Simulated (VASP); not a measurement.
Here is a VASP 6.6.1 calculation.

Contents of POSCAR:

```
Al3BP4
1.0
    5.2555314897      0.0000000000      0.0000000000
    0.0000000000      5.2555314897      0.0000000000
    0.0000000000      0.0000000000      5.2555314897
B P Al
1 4 3
Direct
    0.0000000000      0.0000000000      0.0000000000
    0.2268043483      0.2268043483      0.2268043483
    0.7731956517      0.7731956517      0.2268043483
    0.7731956517      0.2268043483      0.7731956517
    0.2268043483      0.7731956517      0.7731956517
    0.5000000000      0.5000000000      0.0000000000
    0.5000000000      0.0000000000      0.5000000000
    0.0000000000      0.5000000000      0.5000000000
```

File INCAR.step1:

```
ALGO     = Normal         # electronic algorithm
EDIFF    = 1E-4           # SCF threshold, eV
ENCUT    = 520            # plane-wave cutoff, eV
GGA      = PE             # functional
ISMEAR   = 0              # smearing method
LASPH    = T              # aspherical terms in the spheres
LCHARG   = F              # write CHGCAR
LREAL    = F              # projectors in reciprocal space
LWAVE    = T              # write WAVECAR
NBANDS   = 26             # bands
NELM     = 100            # most SCF steps
PREC     = Accurate       # precision mode
SIGMA    = 0.01           # smearing width, eV
```

Contents of INCAR.step2:

```
ALGO     = Normal         # electronic algorithm
EDIFF    = 1E-6           # SCF threshold, eV
ENCUT    = 520            # plane-wave cutoff, eV
ISIF     = 2              # what is computed and relaxed
ISMEAR   = 0              # smearing method
ISTART   = 1            
LASPH    = T              # aspherical terms in the spheres
LCHARG   = F              # write CHGCAR
LMIXTAU  = T            
LREAL    = F              # projectors in reciprocal space
LWAVE    = F              # write WAVECAR
METAGGA  = R2SCAN         # meta-GGA
NBANDS   = 26             # bands
NELM     = 100            # most SCF steps
PREC     = Accurate       # precision mode
SIGMA    = 0.01           # smearing width, eV
```

The input KPOINTS:

```
k-points
0
Gamma
  4 4 4
```

Potentials or basis: VASP PAW PBE potentials, release 64 (B, P, Al).

Command:

```sh
$ cat potpaw_PBE.64/B/POTCAR potpaw_PBE.64/P/POTCAR potpaw_PBE.64/Al/POTCAR > POTCAR
$ cp INCAR.step1 INCAR
$ mpirun -np 1 vasp_std > vasp.out
$ cp INCAR.step2 INCAR
$ mpirun -np 1 vasp_std > vasp.out
```

Question: What does it give for the band gap on the k mesh?

Answer: 1.32 eV, indirect (least direct gap 1.68 eV).

Question: What does it give for the pressure?

Answer: -0.3 GPa.

Forces on the atoms (eV/Å):
```
B    0.000  0.000  0.000
P    0.010  0.010  0.010
P   -0.010 -0.010  0.010
P   -0.010  0.010 -0.010
P    0.010 -0.010 -0.010
Al   0.000  0.000  0.000
Al   0.000  0.000  0.000
Al   0.000  0.000  0.000
```

Caveat: the PAW data sets were made with another functional, which shifts forces and pressure a little. r2SCAN opens gaps a little over a GGA but as a rule still falls short of measured ones.
